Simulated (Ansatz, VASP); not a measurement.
# CdSiP2: VASP beside Ansatz

POSCAR

```
CdSiP2
1.0
   -2.8468551885      2.8468551885      5.2420618343
    2.8468551885     -2.8468551885      5.2420618343
    2.8468551885      2.8468551885     -5.2420618343
Cd Si P
2 2 4
Direct
    0.7500000000      0.2500000000      0.5000000000
    0.0000000000      0.0000000000      0.0000000000
    0.5000000000      0.5000000000      0.0000000000
    0.2500000000      0.7500000000      0.5000000000
    0.8750000000      0.8288409815      0.4538409815
    0.1711590185      0.6250000000      0.0461590185
    0.3750000000      0.4211590185      0.5461590185
    0.5788409815      0.1250000000      0.9538409815
```

File INCAR.step1:

```
  PREC = Accurate
  ENCUT = 550
  ISMEAR = 0
  SIGMA = 0.01
  LREAL = F
  LASPH = T
  NELM = 120
  NBANDS = 36
  GGA = PE
  ALGO = Normal
  EDIFF = 1E-5
  LWAVE = T
  LCHARG = F
  GGA_COMPAT = F
```

The input INCAR.step2:

```
  PREC = Accurate
  ENCUT = 550
  EDIFF = 1E-6
  ISMEAR = 0
  SIGMA = 0.01
  LREAL = F
  LASPH = T
  NELM = 120
  ALGO = Normal
  ISIF = 2
  LWAVE = F
  LCHARG = F
  METAGGA = R2SCAN
  LMIXTAU = T
  NBANDS = 36
  ISTART = 1
  GGA_COMPAT = F
```

File KPOINTS:

```
Automatic mesh
0
Gamma
  6 6 6
```

Input for Ansatz:

```yaml
crystal:
  lattice:
    - [-2.8468551885, 2.8468551885, 5.2420618343]
    - [2.8468551885, -2.8468551885, 5.2420618343]
    - [2.8468551885, 2.8468551885, -5.2420618343]
  atoms:
    - { symbol: Cd, position: [0.75, 0.25, 0.5] }
    - { symbol: Cd, position: [0.0, 0.0, 0.0] }
    - { symbol: Si, position: [0.5, 0.5, 0.0] }
    - { symbol: Si, position: [0.25, 0.75, 0.5] }
    - { symbol: P, position: [0.875, 0.8288409815, 0.4538409815] }
    - { symbol: P, position: [0.1711590185, 0.625, 0.0461590185] }
    - { symbol: P, position: [0.375, 0.4211590185, 0.5461590185] }
    - { symbol: P, position: [0.5788409815, 0.125, 0.9538409815] }
kpoints:
  mp_grid: { grid: [6, 6, 6] }
  band_path:
    path:
      - [0.0, 0.0, 0.0]
      - [0.0, 0.0, 0.5]
      - [0.25, 0.25, 0.25]
      - [0.0, 0.5, 0.0]
      - [0.5, 0.5, -0.5]
      - [0.3237337772, 0.6762662228, -0.3237337772]
      - [-0.3237337772, 0.3237337772, 0.3237337772]
      - [-0.1474675544, 0.1474675544, 0.5]
      - [0.5, 0.5, -0.1474675544]
    npoints: 1
hamiltonian:
  xc: r2scan
scf:
  occupations: { method: fixed }
  n_extra_bands: 6
output:
  forces: true
  stress: true
  eigenvalues: true
  write_density: true
  write_potential: true
  elf: true
  volumetric_format: npy
```

Alike in both runs: task single point; functional r2SCAN; k mesh 6 × 6 × 6; no spin polarisation.

|  | VASP | Ansatz |
| --- | --- | --- |
| version | VASP 6.6.1 | Ansatz 0.2.0 |
| potentials or method | VASP PAW PBE potentials, release 64 (Cd, Si, P) | plane waves, PAW |
| plane-wave cutoff (eV) | 550 | 500 |
| occupations | gaussian, width 0.01 eV | fixed |
| valence electrons in the cell | 52 | 68 |

|  | VASP | Ansatz | Ansatz less VASP |
| --- | --- | --- | --- |
| gap on the k mesh at the Fermi level (eV) | 1.61 | 1.61 | -0.006 |
| pressure (GPa) | -0.1 | 0.0 | +0.09 |
| rms of the force components (eV/Å) | 0.023 | 0.000 | -0.0232 |

VASP's potentials were made for PBE, not for r2SCAN. Atom by atom the forces differ by 0.023 eV/Å (rms over components). VASP's potentials hold 52 valence electrons a cell and Ansatz's 68, so a difference there can come from the potentials and not from the codes.
